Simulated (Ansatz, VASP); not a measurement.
## NaCl: VASP beside Ansatz

Contents of INCAR:

```
PREC     = Accurate       # precision mode
ENCUT    = 520            # plane-wave cutoff, eV
EDIFF    = 1E-7           # SCF threshold, eV
ISMEAR   = 0              # smearing method
SIGMA    = 0.05           # smearing width, eV
LREAL    = F              # projectors in reciprocal space
LASPH    = T              # aspherical terms in the spheres
NELM     = 100            # most SCF steps
ALGO     = Normal         # electronic algorithm
ISIF     = 2              # what is computed and relaxed
LWAVE    = F              # write WAVECAR
LCHARG   = F              # write CHGCAR
GGA      = PS             # functional
NBANDS   = 14             # bands
```

Contents of KPOINTS:

```
regular mesh
0
Gamma
  6 6 6
```

Contents of POSCAR:

```
NaCl
1.0
    3.3621024000      0.0000000000      0.0000000000
    0.0000000000      3.3621024000      0.0000000000
    0.0000000000      0.0000000000      3.7823652000
Na Cl
1 1
Direct
    0.0000000000      0.0000000000      0.0000000000
    0.5000000000      0.5000000000      0.5000000000
```

Input for Ansatz:

```yaml
crystal:
  lattice:
    - [3.3621024, 0.0, 0.0]
    - [0.0, 3.3621024, 0.0]
    - [0.0, 0.0, 3.7823652]
  atoms:
    - { symbol: Na, position: [0.0, 0.0, 0.0] }
    - { symbol: Cl, position: [0.5, 0.5, 0.5] }
basis:
  ecutwfc: 420
kpoints:
  mp_grid: { grid: [6, 6, 6] }
hamiltonian:
  xc: pbesol
scf:
  occupations: { method: gaussian, width: 0.05 }
output:
  forces: true
  stress: true
  eigenvalues: true
```

Change from the starting cell: strain -0.040 along x and y, +0.080 along z, atoms carried along.

Alike in both runs: task single point; functional PBEsol; k mesh 6 × 6 × 6; occupations gaussian, width 0.05 eV; no spin polarisation.

|  | VASP | Ansatz |
| --- | --- | --- |
| version | VASP 6.6.1 | Ansatz 0.2.0 |
| potentials or method | VASP PAW PBE potentials, release 64 (Na_pv, Cl), cutoff 520 eV | scalar-relativistic, plane waves, PAW |
| valence electrons in the cell | 14 | 16 |

Ansatz gave:

| Quantity | Value |
| --- | --- |
| gap on the k mesh at the Fermi level (eV) | 3.36 |
| least direct gap on the mesh (eV) | 3.80 |
| pressure (GPa) | -0.9 |
| traceless stress, the component that is largest in VASP (GPa) | -5.68 |

What did VASP give for the same quantities?

gap on the k mesh at the Fermi level (eV): 3.35; least direct gap on the mesh (eV): 3.79; pressure (GPa): -0.9; traceless stress, the component that is largest in VASP (GPa): -5.67.

VASP's potentials were made for PBE, not for PBEsol. With one functional, cell and mesh, what is left measures potentials, basis and numerics. VASP's potentials hold 14 valence electrons a cell and Ansatz's 16, so a difference there can come from the potentials and not from the codes.
